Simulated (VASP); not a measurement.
# LiBr (Fm-3m) in VASP: notebook

LiBr is run at these levels: PBE; tasks: single point.

Program: VASP 6.6.1. These are calculated values, not measurements. Logs are shortened: lines on timing, memory, paths and dates and some standing lists are left out, and cuts for length are marked.

## Step 1: The cell of the first run

It takes space group Fm-3m (No. 225, cubic). The conventional cell has a = 5.479 Å, b = 5.479 Å, c = 5.479 Å, α = 90.00°, β = 90.00°, γ = 90.00°. Within 3.6 Å of Li (site symmetry m-3m) lie 6 Br at 2.74 Å. Within 3.6 Å of Br (site symmetry m-3m) lie 6 Li at 2.74 Å.

## Step 2: Single point, PBE

Input file INCAR:

```
PREC     = Accurate       # precision mode
ENCUT    = 750            # plane-wave cutoff, eV
EDIFF    = 1E-6           # SCF threshold, eV
ISMEAR   = 0              # smearing method
SIGMA    = 0.01           # smearing width, eV
LREAL    = F              # projectors in reciprocal space
LASPH    = T              # aspherical terms in the spheres
NELM     = 120            # most SCF steps
ALGO     = Normal         # electronic algorithm
ISIF     = 2              # what is computed and relaxed
LWAVE    = F              # write WAVECAR
LCHARG   = F              # write CHGCAR
GGA      = PE             # functional
NBANDS   = 12             # bands
GGA_COMPAT= F
```

Input file KPOINTS:

```
Automatic mesh
0
Gamma
  4 4 4
```

Input file POSCAR:

```
LiBr
1.0
    0.0000000000      2.7395485816      2.7395485816
    2.7395485816      0.0000000000      2.7395485816
    2.7395485816      2.7395485816      0.0000000000
Li Br
1 1
Direct
    0.0000000000      0.0000000000      0.0000000000
    0.5000000000      0.5000000000      0.5000000000
```

Potentials or basis: VASP PAW PBE potentials, release 64 (Li_sv, Br).

Run with:

```console
$ cat potpaw_PBE.64/Li_sv/POTCAR potpaw_PBE.64/Br/POTCAR > POTCAR
$ mpirun -np 1 vasp_std > vasp.out
```

OUTCAR:

```text
PREC = Accurate
   ENCUT = 750
   EDIFF = 1E-6
   ISMEAR = 0
   LREAL = F
   LASPH = T
   NELM = 120
   ISIF = 2
   GGA = PE

 ion  position               nearest neighbor table
   1  0.000  0.000  0.000-
   2  0.500  0.500  0.500-

  LATTYP: Found a face centered cubic cell.
 ALAT       =     5.4790971632

  Lattice vectors:

 A1 = (   0.0000000000,   2.7395485816,   2.7395485816)
 A2 = (   2.7395485816,   0.0000000000,   2.7395485816)
 A3 = (   2.7395485816,   2.7395485816,   0.0000000000)

Analysis of symmetry for initial positions (statically):
=====================================================================
 Subroutine PRICEL returns:
 Original cell was already a primitive cell.

 Routine SETGRP: Setting up the symmetry group for a
 face centered cubic supercell.

 Subroutine GETGRP returns: Found 48 space group operations
 (whereof 48 operations were pure point group operations)
 out of a pool of 48 trial point group operations.

The static configuration has the point symmetry O_h .

Analysis of symmetry for dynamics (positions and initial velocities):
=====================================================================
 Subroutine PRICEL returns:
 Original cell was already a primitive cell.

 Routine SETGRP: Setting up the symmetry group for a
 face centered cubic supercell.

 Subroutine GETGRP returns: Found 48 space group operations
 (whereof 48 operations were pure point group operations)
 out of a pool of 48 trial point group operations.

The dynamic configuration has the point symmetry O_h .

 Subroutine INISYM returns: Found 48 space group operations
 (whereof 48 operations are pure point group operations),
 and found     1 'primitive' translations

----------------------------------------------------------------------------------------

                                     Primitive cell

  volume of cell :      41.1213

  direct lattice vectors                    reciprocal lattice vectors
     0.000000000  2.739548582  2.739548582    -0.182511821  0.182511821  0.182511821
     2.739548582  0.000000000  2.739548582     0.182511821 -0.182511821  0.182511821
     2.739548582  2.739548582  0.000000000     0.182511821  0.182511821 -0.182511821

  length of vectors
     3.874306759  3.874306759  3.874306759     0.316119747  0.316119747  0.316119747

  position of ions in fractional coordinates (direct lattice)
     0.000000000  0.000000000  0.000000000
     0.500000000  0.500000000  0.500000000

  ion indices of the primitive-cell ions
   primitive index   ion index
                 1           1
                 2           2

----------------------------------------------------------------------------------------

 KPOINTS: Automatic mesh

Automatic generation of k-mesh.
 Grid dimensions read from file:
 generate k-points for:    4    4    4

 Generating k-lattice:

  Cartesian coordinates                     Fractional coordinates (reciprocal lattice)
    -0.045627955  0.045627955  0.045627955     0.250000000  0.000000000  0.000000000
     0.045627955 -0.045627955  0.045627955     0.000000000  0.250000000  0.000000000
     0.045627955  0.045627955 -0.045627955     0.000000000  0.000000000  0.250000000

  Length of vectors
     0.079029937  0.079029937  0.079029937

  Shift w.r.t. Gamma in fractional coordinates (k-lattice)
     0.000000000  0.000000000  0.000000000

 Subroutine IBZKPT returns following result:
 ===========================================

 Found      8 irreducible k-points:

 Following reciprocal coordinates:
            Coordinates               Weight
  0.000000  0.000000  0.000000      1.000000
  0.250000  0.000000  0.000000      8.000000
  0.500000  0.000000  0.000000      4.000000
  0.250000  0.250000  0.000000      6.000000
  0.500000  0.250000  0.000000     24.000000
 -0.250000  0.250000  0.000000     12.000000
  0.500000  0.500000  0.000000      3.000000
 -0.250000  0.500000  0.250000      6.000000
   k-points           NKPTS =      8   k-points in BZ     NKDIM =      8   number of bands    NBANDS=     12
   number of dos      NEDOS =    301   number of ions     NIONS =      2
   total plane-waves  NPLWV =  46656
   dimension x,y,z NGX =    36 NGY =   36 NGZ =   36
   dimension x,y,z NGXF=    72 NGYF=   72 NGZF=   72
   ions per type =               1   1
   NGX,Y,Z   is equivalent  to a cutoff of  15.45, 15.45, 15.45 a.u.
   NGXF,Y,Z  is equivalent  to a cutoff of  30.90, 30.90, 30.90 a.u.
 SYSTEM =  unknown system
   PREC   = accura    normal or accurate (medium, high low for compatibility)
   ISTART =      0    job   : 0-new  1-cont  2-samecut
   ICHARG =      2    charge: 1-file 2-atom 10-const
   ISPIN  =      1    spin polarized calculation?
   LNONCOLLINEAR =      F non collinear calculations
   LSORBIT =      F    spin-orbit coupling
   LASPH  =      T    aspherical Exc in radial PAW
   ENCUT  =  750.0 eV  55.12 Ry    7.42 a.u.   8.65  8.65  8.65*2*pi/ulx,y,z
   NELM   =    120;   NELMIN=  2; NELMDL= -5     # of ELM steps
   EDIFF  = 0.1E-05   stopping-criterion for ELM
   LREAL  =      F    real-space projection
   EDIFFG = 0.1E-04   stopping-criterion for IOM
   NSW    =      0    number of steps for IOM
   IBRION =     -1    ionic relax: 0-MD 1-quasi-New 2-CG
   NFREE  =      0    steps in history (QN), initial steepest desc. (CG)
   ISIF   =      2    stress and relaxation
   ISYM   =      2    0-nonsym 1-usesym 2-fastsym
   POTIM  = 0.5000    time-step for ionic-motion
   TEBEG  =    0.0;   TEEND  =   0.0 temperature during run
   PSTRESS=    0.0 pullay stress
   NELECT =      10.0000    total number of electrons
   NUPDOWN=      -1.0000    fix difference up-down
   EMIN   =  10.00;   EMAX   =-10.00  energy-range for DOS
   EFERMI =   0.00;   METHOD = LEGACY
   ISMEAR =     0;   SIGMA  =   0.01  broadening in eV -4-tet -1-fermi 0-gaus
   EFERMI_NEDOS =   21; number of points for ismear=-14 and -15
   IALGO  =     38    algorithm
   IMIX   =      4    mixing-type and parameters
     AMIX     =   0.40;   BMIX     =  1.00
     AMIX_MAG =   1.60;   BMIX_MAG =  1.00
  volume/ion in A,a.u.               =      20.56       138.75
  Fermi-wavevector in a.u.,A,eV,Ry     =   1.021847  1.931011 14.206810  1.044171
  Thomas-Fermi vector in A             =   2.155494
   LORBIT       =      0    0 simple, 1 ext, 2 COOP (PROOUT), +10 PAW based schemes
   GGA     = PE    functional components
   LHFCALC =     F    Hartree Fock is set to
   AEXX    =    0.0000 exact exchange contribution
   IVDW    =     0    specifies the selected vdW correction
   LEPSILON=     F    determine dielectric tensor
   LRPA    =     F    only Hartree local field effects (RPA)
 non-spin polarized calculation
 Gauss-broadening in eV      SIGMA  =   0.01
  energy-cutoff  :      750.00
  volume of cell :       41.12
 maximum number of plane-waves:      1928
 NGX is ok and might be reduce to    36
   NGX = 17   NGY = 17   NGZ = 17

 number of electron      10.0000001 magnetization

 Free energy of the ion-electron system (eV)
  ---------------------------------------------------
  ext. energy  EPLUGINS =         0.00000000
  ---------------------------------------------------
  free energy    TOTEN  =        -6.62954365 eV

  energy without entropy =       -6.62954365  energy(sigma->0) =       -6.62954365

 E-fermi :   0.4899     XC(G=0):  -8.4722

 val. band max:        0.4048644859   @ k =   0.0000   0.0000   0.0000
 cond. band min:       5.3962589575   @ k =   0.0000   0.0000   0.0000
 fundamental gap:      4.9913944716
 Fermi energy:         0.4898994248

 k-point     1 :       0.0000    0.0000    0.0000
  band No.  band energies     occupation
      1     -43.9904      2.00000
      2     -13.0668      2.00000
      3       0.4049      2.00000
      4       0.4049      2.00000
      5       0.4049      2.00000
      6       5.3963      0.00000
      7      10.9104      0.00000
      8      10.9104      0.00000
      9      10.9104      0.00000
     10      12.6920      0.00000
     11      12.6920      0.00000
     12      12.6920      0.00000

 k-point     2 :       0.2500    0.0000    0.0000
  band No.  band energies     occupation
      1     -43.9899      2.00000
      2     -12.8364      2.00000
      3      -1.2985      2.00000
      4       0.2635      2.00000
      5       0.2635      2.00000
      6       6.4053      0.00000
      7       9.6061      0.00000
      8       9.6061      0.00000
      9      10.1866      0.00000
     10      12.7749      0.00000
     11      12.7749      0.00000
     12      13.4367      0.00000

 k-point     3 :       0.5000    0.0000    0.0000
  band No.  band energies     occupation
      1     -43.9894      2.00000
      2     -12.5803      2.00000
      3      -2.5251      2.00000
      4       0.1378      2.00000
      5       0.1378      2.00000
      6       6.0318      0.00000
      7       8.5069      0.00000
      8       8.5069      0.00000
      9      12.2772      0.00000
     10      14.4896      0.00000
     11      16.2025      0.00000
     12      16.2025      0.00000

 k-point     4 :       0.2500    0.2500    0.0000
  band No.  band energies     occupation
      1     -43.9897      2.00000
      2     -12.7522      2.00000
      3      -1.2134      2.00000
      4      -0.2247      2.00000
      5      -0.2247      2.00000
      6       7.6219      0.00000
      7       8.6322      0.00000
      8       8.7903      0.00000
      9      11.4878      0.00000
     10      11.4878      0.00000
     11      14.6017      0.00000
     12      15.8152      0.00000

 k-point     5 :       0.5000    0.2500    0.0000
  band No.  band energies     occupation
      1     -43.9892      2.00000
      2     -12.4850      2.00000
      3      -2.1713      2.00000
      4      -0.9583      2.00000
      5      -0.3519      2.00000
      6       7.2181      0.00000
      7       8.8113      0.00000
      8      10.2010      0.00000
      9      10.2655      0.00000
     10      13.1796      0.00000
     11      16.6899      0.00000
     12      17.0038      0.00000

 k-point     6 :      -0.2500    0.2500    0.0000
  band No.  band energies     occupation
      1     -43.9894      2.00000
      2     -12.5794      2.00000
      3      -1.8198      2.00000
      4      -1.1004      2.00000
      5       0.1101      2.00000
      6       7.3536      0.00000
      7       9.1768      0.00000
      8       9.6170      0.00000
      9       9.7724      0.00000
     10      13.1980      0.00000
     11      15.0778      0.00000
     12      15.8662      0.00000

 k-point     7 :       0.5000    0.5000    0.0000
  band No.  band energies     occupation
      1     -43.9890      2.00000
      2     -12.3829      2.00000
      3      -2.5305      2.00000
      4      -0.7558      2.00000
      5      -0.7558      2.00000
      6       6.6631      0.00000
      7       7.4953      0.00000
      8      12.1276      0.00000
      9      12.9160      0.00000
     10      12.9160      0.00000
     11      16.1908      0.00000
     12      17.9455      0.00000

 k-point     8 :      -0.2500    0.5000    0.2500
  band No.  band energies     occupation
      1     -43.9890      2.00000
      2     -12.3878      2.00000
      3      -1.7782      2.00000
      4      -1.7782      2.00000
      5      -0.7566      2.00000
      6       8.4543      0.00000
      7       8.9910      0.00000
      8       9.8862      0.00000
      9       9.8862      0.00000
     10      14.4599      0.00000
     11      14.4599      0.00000
     12      17.8680      0.00000

------------------------ aborting loop because EDIFF is reached ----------------------------------------

  FORCE on cell =-STRESS in cart. coord.  units (eV):
  Direction    XX          YY          ZZ          XY          YZ          ZX
  --------------------------------------------------------------------------------------
  -------------------------------------------------------------------------------------
  Total        0.1467825      0.1467825      0.1467825      0.0000000      0.0000000      0.0000000
  in kB        5.7189701      5.7189701      5.7189701      0.0000000      0.0000000      0.0000000
  external PRESSURE =       5.7189701 kB  Pullay stress =       0.0000000 kB

 VOLUME and BASIS-vectors are now :
 -----------------------------------------------------------------------------
  energy-cutoff  :      750.00
  volume of cell :       41.12
      direct lattice vectors                 reciprocal lattice vectors
     0.000000000  2.739548582  2.739548582    -0.182511821  0.182511821  0.182511821
     2.739548582  0.000000000  2.739548582     0.182511821 -0.182511821  0.182511821
     2.739548582  2.739548582  0.000000000     0.182511821  0.182511821 -0.182511821

 POSITION                                       TOTAL-FORCE (eV/Angst)
 -----------------------------------------------------------------------------------
      0.00000      0.00000      0.00000         0.000000      0.000000      0.000000
      2.73955      2.73955      2.73955        -0.000000     -0.000000     -0.000000
 -----------------------------------------------------------------------------------
    total drift:                                0.000000      0.000000      0.000000

  FREE ENERGIE OF THE ION-ELECTRON SYSTEM (eV)
  ---------------------------------------------------
  free  energy   TOTEN  =        -6.6295436482 eV

  energy  without entropy=       -6.6295436482  energy(sigma->0) =       -6.62954365
```

Wall time 4.5 s (1 thread of Intel Xeon 6975P-C (Granite Rapids), shared host); peak memory 0.19 GiB.

What came out:

| Item | Value |
| --- | --- |
| Free energy | -6.6295 eV |
| Pressure | 0.6 GPa |
| Band gap on the k mesh | 4.99 eV, direct |

Caveat: the k points lie up to 0.50 Å⁻¹ apart.

## Step 3: Single point, PBE

Input file INCAR:

```
PREC = Accurate
ENCUT = 750
EDIFF = 1E-6
ISMEAR = -1
SIGMA = 0.001
LREAL = False
LASPH = True
NELM = 120
ALGO = Normal
ISIF = 2
LWAVE = False
LCHARG = False
GGA = PE
NBANDS = 12
GGA_COMPAT = False
```

Input file KPOINTS:

```
Automatic mesh
0
Gamma
  6 6 6
```

POSCAR is that of step 2.

Potentials or basis: VASP PAW PBE potentials, release 64 (Li_sv, Br).

Run with:

```console
$ cat potpaw_PBE.64/Li_sv/POTCAR potpaw_PBE.64/Br/POTCAR > POTCAR
$ mpirun -np 1 vasp_std > vasp.out
```

It took 6.5 s on 1 thread of Intel Xeon 6975P-C (Granite Rapids), shared host; peak memory 0.2 GiB.

Results (log left out):

```
Free energy            : -6.6402 eV
Pressure               : 0.4 GPa
Band gap on the k mesh : 4.99 eV, direct
```

Levels at points of the mesh, in eV from the valence-band top:
```tsv
k point	band 3	band 4	band 5	band 6	band 7	band 8
(0.00, 0.00, 0.00)	0.00	0.00	0.00	4.99	10.51	10.51
(0.50, 0.00, 0.00)	-2.93	-0.27	-0.27	5.63	8.11	8.11
(0.50, 0.50, 0.00)	-2.93	-1.16	-1.16	6.26	7.09	11.72
```

(Continued in part 2 of 2.)
